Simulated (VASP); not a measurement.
# Cu (P6_3/mmc) in VASP: further runs

Cu is run at these levels: PBEsol; tasks: single point.

All numbers are computed with VASP 6.6.1; they aren't measurements. Logs are shortened: lines on timing, memory, paths and dates and some standing lists are left out, and cuts for length are marked.

### 1 The cell of the first run

It takes space group P6_3/mmc (No. 194, hexagonal). The conventional cell has a = 2.534 Å, b = 2.534 Å, c = 4.113 Å, α = 90.00°, β = 90.00°, γ = 120.00°. Within 3.3 Å of Cu (site symmetry -6m2) lie 12 Cu at 2.52 to 2.53 Å.

### 2 Single point, PBEsol

File INCAR:

```
SYSTEM = Cu
PREC = Accurate
ENCUT = 520
EDIFF = 1E-7
ISMEAR = -1
SIGMA = 0.01
LREAL = .FALSE.
LASPH = .TRUE.
NELM = 80
ALGO = Normal
ISIF = 2
LWAVE = .FALSE.
LCHARG = .FALSE.
GGA = PS
NBANDS = 18
```

File KPOINTS:

```
Automatic mesh
0
G
  13 13 7
  0 0 0
```

File POSCAR:

```
Cu
1.0
    2.5340970000      0.0000000000      0.0000000000
   -1.2670480000      2.1945920000      0.0000000000
    0.0000000000      0.0000000000      4.1125710000
Cu
2
Direct
    0.3333333333      0.6666666667      0.2500000000
    0.6666666667      0.3333333333      0.7500000000
```

Potentials or basis: VASP PAW PBE potentials, release 64 (Cu).

Launch:

```
cat potpaw_PBE.64/Cu/POTCAR > POTCAR
mpirun -np 1 vasp_std > vasp.out
```

OUTCAR:

```text
SYSTEM = Cu
   PREC = Accurate
   ENCUT = 520
   EDIFF = 1E-7
   ISMEAR = -1
   LREAL = .FALSE.
   LASPH = .TRUE.
   NELM = 80
   ISIF = 2
   GGA = PS

 ion  position               nearest neighbor table
   1  0.333  0.667  0.250-   2 2.52   2 2.52   2 2.52   2 2.52   2 2.52   2 2.52
   2  0.667  0.333  0.750-   1 2.52   1 2.52   1 2.52   1 2.52   1 2.52   1 2.52

  LATTYP: Found a hexagonal cell.
 ALAT       =     2.5340970000
 C/A-ratio  =     1.6228940723

  Lattice vectors:

 A1 = (   2.5340970000,   0.0000000000,   0.0000000000)
 A2 = (  -1.2670480000,   2.1945920000,   0.0000000000)
 A3 = (   0.0000000000,   0.0000000000,   4.1125710000)

Analysis of symmetry for initial positions (statically):
=====================================================================
 Subroutine PRICEL returns:
 Original cell was already a primitive cell.

 Routine SETGRP: Setting up the symmetry group for a
 hexagonal supercell.

 Subroutine GETGRP returns: Found 24 space group operations
 (whereof 12 operations were pure point group operations)
 out of a pool of 24 trial point group operations.

The static configuration has the point symmetry D_3d.
 The point group associated with its full space group is D_6h.

Analysis of symmetry for dynamics (positions and initial velocities):
=====================================================================
 Subroutine PRICEL returns:
 Original cell was already a primitive cell.

 Routine SETGRP: Setting up the symmetry group for a
 hexagonal supercell.

 Subroutine GETGRP returns: Found 24 space group operations
 (whereof 12 operations were pure point group operations)
 out of a pool of 24 trial point group operations.

The dynamic configuration has the point symmetry D_3d.
 The point group associated with its full space group is D_6h.

 Subroutine INISYM returns: Found 24 space group operations
 (whereof 12 operations are pure point group operations),
 and found     1 'primitive' translations

----------------------------------------------------------------------------------------

                                     Primitive cell

  volume of cell :      22.8713

  direct lattice vectors                    reciprocal lattice vectors
     2.534097000  0.000000000  0.000000000     0.394617886  0.227832692  0.000000000
    -1.267048000  2.194592000  0.000000000     0.000000000  0.455665563  0.000000000
     0.000000000  0.000000000  4.112571000     0.000000000  0.000000000  0.243156896

  length of vectors
     2.534097000  2.534096423  4.112571000     0.455665460  0.455665563  0.243156896

  position of ions in fractional coordinates (direct lattice)
     0.333333333  0.666666667  0.250000000
     0.666666667  0.333333333  0.750000000

  ion indices of the primitive-cell ions
   primitive index   ion index
                 1           1
                 2           2

----------------------------------------------------------------------------------------

 KPOINTS: Automatic mesh

Automatic generation of k-mesh.
 Grid dimensions read from file:
 generate k-points for:   13   13    7

 Generating k-lattice:

  Cartesian coordinates                     Fractional coordinates (reciprocal lattice)
     0.030355222  0.017525592  0.000000000     0.076923077  0.000000000  0.000000000
     0.000000000  0.035051197  0.000000000     0.000000000  0.076923077  0.000000000
     0.000000000  0.000000000  0.034736699     0.000000000  0.000000000  0.142857143

  Length of vectors
     0.035051189  0.035051197  0.034736699

  Shift w.r.t. Gamma in fractional coordinates (k-lattice)
     0.000000000  0.000000000  0.000000000

 Subroutine IBZKPT returns following result:
 ===========================================

 Found     84 irreducible k-points:

 Following reciprocal coordinates:
            Coordinates               Weight
  0.000000  0.000000  0.000000      1.000000
  0.076923 -0.000000  0.000000      6.000000
  0.153846  0.000000  0.000000      6.000000
  0.230769  0.000000  0.000000      6.000000
  0.307692  0.000000  0.000000      6.000000
  0.384615  0.000000  0.000000      6.000000
[... 16 lines left out ...]
  0.076923 -0.000000  0.142857     12.000000
  0.153846  0.000000  0.142857     12.000000
 [... further k-points ...]
   k-points           NKPTS =     84   k-points in BZ     NKDIM =     84   number of bands    NBANDS=     18
   number of dos      NEDOS =    301   number of ions     NIONS =      2
   total plane-waves  NPLWV =  12800
   dimension x,y,z NGX =    20 NGY =   20 NGZ =   32
   dimension x,y,z NGXF=    40 NGYF=   40 NGZF=   64
   ions per type =               2
   NGX,Y,Z   is equivalent  to a cutoff of  13.12, 13.12, 12.94 a.u.
   NGXF,Y,Z  is equivalent  to a cutoff of  26.24, 26.24, 25.87 a.u.
 SYSTEM =  Cu
   PREC   = accura    normal or accurate (medium, high low for compatibility)
   ISTART =      0    job   : 0-new  1-cont  2-samecut
   ICHARG =      2    charge: 1-file 2-atom 10-const
   ISPIN  =      1    spin polarized calculation?
   LNONCOLLINEAR =      F non collinear calculations
   LSORBIT =      F    spin-orbit coupling
   LASPH  =      T    aspherical Exc in radial PAW
   ENCUT  =  520.0 eV  38.22 Ry    6.18 a.u.   4.71  4.71  7.65*2*pi/ulx,y,z
   NELM   =     80;   NELMIN=  2; NELMDL= -5     # of ELM steps
   EDIFF  = 0.1E-06   stopping-criterion for ELM
   LREAL  =      F    real-space projection
   EDIFFG = 0.1E-05   stopping-criterion for IOM
   NSW    =      0    number of steps for IOM
   IBRION =     -1    ionic relax: 0-MD 1-quasi-New 2-CG
   NFREE  =      0    steps in history (QN), initial steepest desc. (CG)
   ISIF   =      2    stress and relaxation
   ISYM   =      2    0-nonsym 1-usesym 2-fastsym
   POTIM  = 0.5000    time-step for ionic-motion
   TEBEG  =    0.0;   TEEND  =   0.0 temperature during run
   PSTRESS=    0.0 pullay stress
   NELECT =      22.0000    total number of electrons
   NUPDOWN=      -1.0000    fix difference up-down
   EMIN   =  10.00;   EMAX   =-10.00  energy-range for DOS
   EFERMI =   0.00;   METHOD = LEGACY
   ISMEAR =    -1;   SIGMA  =   0.01  broadening in eV -4-tet -1-fermi 0-gaus
   EFERMI_NEDOS =   21; number of points for ismear=-14 and -15
   IALGO  =     38    algorithm
   IMIX   =      4    mixing-type and parameters
     AMIX     =   0.40;   BMIX     =  1.00
     AMIX_MAG =   1.60;   BMIX_MAG =  1.00
  volume/ion in A,a.u.               =      11.44        77.17
  Fermi-wavevector in a.u.,A,eV,Ry     =   1.616041  3.053874 35.532798  2.611587
  Thomas-Fermi vector in A             =   2.710691
   LORBIT       =      0    0 simple, 1 ext, 2 COOP (PROOUT), +10 PAW based schemes
   GGA     = PS    functional components
   LHFCALC =     F    Hartree Fock is set to
   AEXX    =    0.0000 exact exchange contribution
   IVDW    =     0    specifies the selected vdW correction
   LEPSILON=     F    determine dielectric tensor
   LRPA    =     F    only Hartree local field effects (RPA)
 non-spin polarized calculation
  energy-cutoff  :      520.00
  volume of cell :       22.87
 maximum number of plane-waves:       634
 NGX is ok and might be reduce to    20
   NGX =  9   NGY =  9   NGZ = 15

 number of electron      21.9999980 magnetization

 Free energy of the ion-electron system (eV)
  ---------------------------------------------------
  ext. energy  EPLUGINS =         0.00000000
  ---------------------------------------------------
  free energy    TOTEN  =        -8.60916755 eV

  energy without entropy =       -8.60898503  energy(sigma->0) =       -8.60907629

 E-fermi :   7.8557     XC(G=0): -13.0973

 val. band max:        7.7034093124   @ k =   0.3846   0.0000   0.4286
 cond. band min:       7.8620623594   @ k =   0.1538   0.0000   0.1429
 fundamental gap:      0.1586530471
 Fermi energy:         7.8557210601

 k-point     1 :       0.0000    0.0000    0.0000
  band No.  band energies     occupation
      1      -1.8332      2.00000
      2       2.5324      2.00000
      3       4.6899      2.00000
      4       4.7289      2.00000
      5       4.7289      2.00000
      6       4.9532      2.00000
[... 10 lines left out ...]
     17      31.5225      0.00000
     18      31.5226      0.00000

 k-point     2 :       0.0769   -0.0000    0.0000
  band No.  band energies     occupation
      1      -1.6382      2.00000
      2       2.6447      2.00000
      3       4.5614      2.00000
      4       4.8014      2.00000
      5       4.8363      2.00000
      6       4.9206      2.00000
[... 10 lines left out ...]
     17      32.5247      0.00000
     18      32.5703      0.00000

 k-point     3 :       0.1538    0.0000    0.0000
  band No.  band energies     occupation
      1      -1.0647      2.00000
      2       2.9373      2.00000
      3       4.3773      2.00000
      4       4.6300      2.00000
      5       4.8006      2.00000
      6       5.0073      2.00000
[... 10 lines left out ...]
     17      30.3692      0.00000
     18      32.1116      0.00000

 k-point     4 :       0.2308    0.0000    0.0000
  band No.  band energies     occupation
      1      -0.1545      2.00000
      2       3.2494      2.00000
      3       4.0939      2.00000
      4       4.2223      2.00000
      5       4.7070      2.00000
      6       4.9399      2.00000
[... 10 lines left out ...]
     17      27.0339      0.00000
     18      29.3064      0.00000

 k-point     5 :       0.3077    0.0000    0.0000
  band No.  band energies     occupation
      1       0.9847      2.00000
      2       3.3295      2.00000
      3       3.6977      2.00000
      4       4.2108      2.00000
      5       4.7386      2.00000
      6       4.8037      2.00000
[... 10 lines left out ...]
     17      24.5431      0.00000
     18      27.8176      0.00000

 k-point     6 :       0.3846    0.0000    0.0000
  band No.  band energies     occupation
      1       2.0801      2.00000
      2       3.2156      2.00000
      3       3.4423      2.00000
      4       4.3409      2.00000
      5       4.6982      2.00000
      6       4.8335      2.00000
[... 10 lines left out ...]
     17      21.7701      0.00000
     18      27.3072      0.00000

 k-point     7 :       0.4615    0.0000    0.0000
  band No.  band energies     occupation
      1       2.7075      2.00000
      2       3.0848      2.00000
      3       3.3179      2.00000
      4       4.5815      2.00000
      5       4.6410      2.00000
      6       4.7741      2.00000
[... 10 lines left out ...]
     17      21.0610      0.00000
     18      27.1113      0.00000

 k-point     8 :       0.0769    0.0769    0.0000
  band No.  band energies     occupation
      1      -1.2537      2.00000
      2       2.8493      2.00000
      3       4.4218      2.00000
      4       4.8075      2.00000
      5       4.8506      2.00000
      6       4.9376      2.00000
[... 10 lines left out ...]
     17      31.7158      0.00000
     18      32.0429      0.00000
[... 229 lines left out ...]
     17      21.5681      0.00000
     18      23.2132      0.00000

 k-point    20 :       0.3846    0.2308    0.0000
  band No.  band energies     occupation
      1       3.3449      2.00000
      2       3.4326      2.00000
      3       3.5145      2.00000
      4       3.9959      2.00000
      5       4.4992      2.00000
      6       4.6336      2.00000
[... 10 lines left out ...]
     17      20.0463      0.00000
     18      23.0386      0.00000

 k-point    21 :       0.3077    0.3077    0.0000
  band No.  band energies     occupation
      1       3.4603      2.00000
      2       3.4882      2.00000
      3       3.6435      2.00000
      4       3.8335      2.00000
      5       4.4839      2.00000
      6       4.5888      2.00000
[... 10 lines left out ...]
     17      21.0007      0.00000
     18      21.6183      0.00000

 k-point    22 :       0.0000    0.0000    0.1429
  band No.  band energies     occupation
      1      -1.6414      2.00000
      2       2.4175      2.00000
      3       4.6513      2.00000
      4       4.6928      2.00000
      5       4.6928      2.00000
      6       4.9143      2.00000
[... 10 lines left out ...]
     17      30.0405      0.00000
     18      31.6287      0.00000

 k-point    23 :       0.0769   -0.0000    0.1429
  band No.  band energies     occupation
      1      -1.4480      2.00000
      2       2.5406      2.00000
      3       4.5575      2.00000
      4       4.7450      2.00000
      5       4.7573      2.00000
      6       4.8270      2.00000
[... 10 lines left out ...]
     17      30.0948      0.00000
     18      31.8822      0.00000

 k-point    24 :       0.1538    0.0000    0.1429
  band No.  band energies     occupation
      1      -0.8801      2.00000
      2       2.8663      2.00000
      3       4.3922      2.00000
      4       4.4346      2.00000
      5       4.7476      2.00000
      6       4.9122      2.00000
[... 10 lines left out ...]
     17      29.2397      0.00000
     18      30.6178      0.00000

 [... further k-points ...]
[... 5 lines left out ...]
  --------------------------------------------------------------------------------------
  -------------------------------------------------------------------------------------
  Total       -0.3278233     -0.3278232      0.1964425     -0.0000001      0.0000000      0.0000000
  in kB      -22.9646555    -22.9646476     13.7611805     -0.0000052      0.0000000      0.0000000
  external PRESSURE =     -10.7227075 kB  Pullay stress =       0.0000000 kB

 VOLUME and BASIS-vectors are now :
 -----------------------------------------------------------------------------
  energy-cutoff  :      520.00
  volume of cell :       22.87
      direct lattice vectors                 reciprocal lattice vectors
     2.534097000  0.000000000  0.000000000     0.394617886  0.227832692  0.000000000
    -1.267048000  2.194592000  0.000000000     0.000000000  0.455665563  0.000000000
     0.000000000  0.000000000  4.112571000     0.000000000  0.000000000  0.243156896

 POSITION                                       TOTAL-FORCE (eV/Angst)
 -----------------------------------------------------------------------------------
      0.00000      1.46306      1.02814        -0.000000      0.000000      0.000000
      1.26705      0.73153      3.08443         0.000000     -0.000000      0.000000
 -----------------------------------------------------------------------------------
    total drift:                                0.000000     -0.000000      0.000000

  FREE ENERGIE OF THE ION-ELECTRON SYSTEM (eV)
  ---------------------------------------------------
  free  energy   TOTEN  =        -8.6091675540 eV

  energy  without entropy=       -8.6089850326  energy(sigma->0) =       -8.60907629
```

It used 21 s of CPU time on 1 thread of Intel Xeon 6975P-C, on a shared host.

What came out:

- Free energy: -8.6092 eV
- Pressure: -1.1 GPa
- Band gap on the k mesh: zero (band 11 reaches 10.86 eV, above the bottom of band 12 at 5.88 eV)

Levels at points of the mesh, in eV from the Fermi level:
| k point | band 9 | band 10 | band 11 | band 12 | band 13 | band 14 |
| --- | --- | --- | --- | --- | --- | --- |
| (0.00, 0.00, 0.00) | -2.62 | -1.82 | -1.82 | -1.12 | 3.93 | 21.46 |

Caveat: the PAW data sets were made with another functional, which shifts forces and pressure a little.

### 3 Single point, PBEsol

File INCAR:

```
  PREC = Accurate
  ENCUT = 520
  EDIFF = 1E-7
  ISMEAR = -1
  SIGMA = 0.01
  LREAL = F
  LASPH = T
  NELM = 60
  ALGO = Normal
  ISIF = 2
  LWAVE = F
  LCHARG = F
  GGA = PS
  NBANDS = 18
```

File KPOINTS:

```
regular mesh
0
Gamma
  13 13 7
```

POSCAR is that of step 2.

Potentials or basis: VASP PAW PBE potentials, release 64 (Cu).

Launch:

```
cat potpaw_PBE.64/Cu/POTCAR > POTCAR
mpirun -np 1 vasp_std > vasp.out
```

Run time: 31 s. Hardware: 1 thread of Intel Xeon 6975P-C, shared host; peak memory 0.15 GiB.

Results (log left out):

| Quantity | Value |
| --- | --- |
| Free energy | -8.6092 eV |
| Pressure | -1.1 GPa |
| Band gap on the k mesh | zero (band 11 reaches 10.86 eV, above the bottom of band 12 at 5.88 eV) |

Stress tensor (GPa, compression positive):
```
-2.30  0.00  0.00
 0.00 -2.30  0.00
 0.00  0.00  1.38
```

Levels at points of the mesh, in eV from the Fermi level:
```csv
k point,band 7,band 8,band 9,band 10,band 11,band 12,band 13,band 14,band 15,band 16
"(0.00, 0.00, 0.00)",-2.90,-2.62,-2.62,-1.82,-1.82,-1.12,3.93,21.46,21.99,21.99
```

Caveat: the PAW data sets were made with another functional, which shifts forces and pressure a little.
